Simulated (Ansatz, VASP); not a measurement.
InP in VASP and in Ansatz

```
In P
1.0
     0.00000    2.93050    2.93050
     2.93050    0.00000    2.93050
     2.93050    2.93050    0.00000
In P
1 1
Direct
  0.00000 0.00000 0.00000
  0.25000 0.25000 0.25000
```

Alike in both runs: task relaxation of cell and atoms; functional PBE; k mesh 8 × 8 × 8; occupations gaussian, width 0.02 eV; no spin polarisation.

|  | VASP | Ansatz |
| --- | --- | --- |
| version | VASP 6.6.1 | Ansatz 0.2.0 |
| potentials or method | VASP PAW PBE potentials, release 64 (In_d, P), cutoff 600 eV | scalar-relativistic, plane waves, PAW |
| valence electrons in the cell | 18 | 18 |

|  | VASP | Ansatz | Ansatz less VASP |
| --- | --- | --- | --- |
| gap on the k mesh at the Fermi level, each at its own relaxed structure (eV) | 0.44 | 0.44 | -0.002 |
| relaxed volume (Å³/atom) | 26.44 | 26.46 | +0.023 |
| relaxed cell length with the largest relative difference (Å) | 4.213 | 4.214 | +0.0012 |
